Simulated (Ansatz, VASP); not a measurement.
Two plane-wave programs on Al3B5Ru

Contents of INCAR:

```
PREC     = Accurate       # precision mode
ENCUT    = 600            # plane-wave cutoff, eV
EDIFF    = 1E-7           # SCF threshold, eV
ISMEAR   = 0              # smearing method
SIGMA    = 0.1            # smearing width, eV
LREAL    = F              # projectors in reciprocal space
LASPH    = T              # aspherical terms in the spheres
NELM     = 100            # most SCF steps
ALGO     = Normal         # electronic algorithm
ISIF     = 3              # what is computed and relaxed
LWAVE    = F              # write WAVECAR
LCHARG   = F              # write CHGCAR
GGA      = PE             # functional
IBRION   = 2              # ionic algorithm
NSW      = 90             # ionic steps
EDIFFG   = -0.04          # ionic threshold
```

The input KPOINTS:

```
regular mesh
0
Gamma
  6 6 6
```

The input POSCAR:

```
Al3B5Ru
1.0
    5.5811500600      0.0000000000      0.0000000000
   -2.7905750300      4.8334177300      0.0000000000
    0.0000000000      0.0000000000      3.4024163100
Al B Ru
3 5 1
Direct
    0.5964750600      0.0000000000      0.0000000000
    0.0000000000      0.5964750600      0.0000000000
    0.4035249400      0.4035249400      0.0000000000
    0.2329772300      0.0000000000      0.5000000000
    0.0000000000      0.2329772300      0.5000000000
    0.7670227700      0.7670227700      0.5000000000
    0.3333333300      0.6666666700      0.5000000000
    0.6666666700      0.3333333300      0.5000000000
    0.0000000000      0.0000000000      0.0000000000
```

Input for Ansatz:

```yaml
crystal:
  lattice:
    - [5.58115006, 0.0, 0.0]
    - [-2.79057503, 4.83341773, 0.0]
    - [0.0, 0.0, 3.40241631]
  atoms:
    - { symbol: Al, position: [0.59647506, 0.0, 0.0] }
    - { symbol: Al, position: [0.0, 0.59647506, 0.0] }
    - { symbol: Al, position: [0.40352494, 0.40352494, 0.0] }
    - { symbol: B, position: [0.23297723, 0.0, 0.5] }
    - { symbol: B, position: [0.0, 0.23297723, 0.5] }
    - { symbol: B, position: [0.76702277, 0.76702277, 0.5] }
    - { symbol: B, position: [0.33333333, 0.66666667, 0.5] }
    - { symbol: B, position: [0.66666667, 0.33333333, 0.5] }
    - { symbol: Ru, position: [0.0, 0.0, 0.0] }
basis:
  ecutwfc: 420
kpoints:
  mp_grid: { grid: [6, 6, 6] }
hamiltonian:
  xc: pbe
scf:
  occupations: { method: gaussian, width: 0.1 }
  lower_state_search: "off"
output:
  forces: true
  stress: true
  eigenvalues: true
relax:
  adjacent_minimum: "off"
  f_tol: 0.04
  max_steps: 70
  cell: { stress_tol: 0.4 }
```

Change from the starting cell: species swapped into the Lu3Ga5Co type (P-62m, No. 189).

Alike in both runs: task relaxation of cell and atoms; functional PBE; k mesh 6 × 6 × 6; occupations gaussian, width 0.1 eV; no spin polarisation.

|  | VASP | Ansatz |
| --- | --- | --- |
| version | VASP 6.6.1 | Ansatz 0.2.0 |
| potentials or method | VASP PAW PBE potentials, release 64 (Al, B, Ru_pv), cutoff 600 eV | scalar-relativistic, plane waves, PAW |
| valence electrons in the cell | 38 | 40 |

Ansatz gave:

| Property | Result |
| --- | --- |
| gap on the k mesh at the Fermi level, each at its own relaxed structure (eV) | none |
| relaxed volume (Å³/atom) | 9.54 |
| relaxed cell length with the largest relative difference (Å) | 3.230 |

Question: What did VASP give for the same quantities?

Answer: gap on the k mesh at the Fermi level, each at its own relaxed structure (eV): none; relaxed volume (Å³/atom): 9.53; relaxed cell length with the largest relative difference (Å): 3.234.

A gap of «none» marks a metal or a gap that the smearing closes. VASP's potentials hold 38 valence electrons a cell and Ansatz's 40, so a difference there can come from the potentials and not from the codes.
